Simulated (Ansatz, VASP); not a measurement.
# AlO5 in VASP and in Ansatz

```
CELL_PARAMETERS angstrom
3.56556 0.00000 0.00000
-1.78278 3.08787 0.00000
0.00000 0.00000 6.37675
ATOMIC_POSITIONS crystal
Al 0.00000 0.00000 0.00000
O 0.33333 0.66667 0.00000
O 0.66667 0.33333 0.00000
O 0.50000 0.00000 0.50000
O 0.50000 0.50000 0.50000
O 0.00000 0.50000 0.50000
```

Change from the starting cell: species swapped into the LaPt5 type (P6/mmm, No. 191).

Alike in both runs: task single point; functional PBE; k mesh 6 × 6 × 4; occupations gaussian, width 0.1 eV; collinear spin.

|  | VASP | Ansatz |
| --- | --- | --- |
| version | VASP 6.6.1 | Ansatz 0.2.0 |
| potentials or method | VASP PAW PBE potentials, release 64 (Al, O), cutoff 520 eV | scalar-relativistic, plane waves, PAW |
| valence electrons in the cell | 33 | 33 |

Ansatz gave:

| Property | Result |
| --- | --- |
| gap on the k mesh at the Fermi level (eV) | none |
| pressure (GPa) | 0.2 |
| traceless stress, the component that is largest in VASP (GPa) | 0.52 |
| net moment per atom (μB) | 0.18 |
| size of the moment on the site where the two differ most (μB) | 0.16 |

Estimate VASP's values.

gap on the k mesh at the Fermi level (eV): none; pressure (GPa): 0.1; traceless stress, the component that is largest in VASP (GPa): 0.50; net moment per atom (μB): 0.12; size of the moment on the site where the two differ most (μB): 0.00.

Site moments also hang on the region over which each program counts them. A gap of «none» marks a metal or a gap that the smearing closes. The functional is the same, so the differences come from potentials, cutoffs and numerics.
